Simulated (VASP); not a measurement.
SnSe: single point with PBE

The system is SnSe, a slab with vacuum.

```xyz
4
Lattice="4.3152 0.0000 0.0000 0.0000 4.3152 0.0000 0.0000 0.0000 10.7465" Properties=species:S:1:pos:R:3 pbc="T T T"
Sn    2.1576    0.0000    4.0148
Sn    0.0000    2.1576    6.7317
Se    2.1576    0.0000    6.7322
Se    0.0000    2.1576    4.0144
```

```yaml
Program: VASP 6.6.1
Task: single point
Functional: PBE
Potentials_or_basis: VASP PAW PBE potentials, release 64 (Sn_d, Se)
Cutoff: 520 eV
k_mesh: 6 × 6 × 3
Occupations: methfessel-paxton, width 0.001 eV
Spin: no spin polarisation
```

```yaml
Largest_force: 0.013 eV/Å
Band_gap_on_the_k_mesh: 1.52 eV (least direct gap 1.57 eV)
```

Forces in eV/Å, atoms in the order of the input:
```
Sn   0.000  0.000 -0.010
Sn   0.000  0.000  0.010
Se   0.000  0.000  0.013
Se   0.000  0.000 -0.013
```

Levels at points of the mesh, in eV from the valence-band top:
```
           k point  band 18  band 19  band 20  band 21  band 22  band 23
(0.00, 0.00, 0.00)    -1.65    -1.65    -0.46     1.88     3.75     3.90
(0.50, 0.00, 0.00)    -1.41    -0.05    -0.05     1.52     1.52     2.10
(0.50, 0.50, 0.00)    -3.11    -1.61    -1.61     3.65     3.65     4.75
```

Wall time 74 s on 1 thread of Intel(R) Xeon(R) Platinum 8488C (Sapphire Rapids), with other jobs on the host, peak memory 0.32 GiB.

Caveat: there is no dipole correction, which matters where the two faces differ; spin-orbit coupling is left out, which moves the levels of the heavy elements.
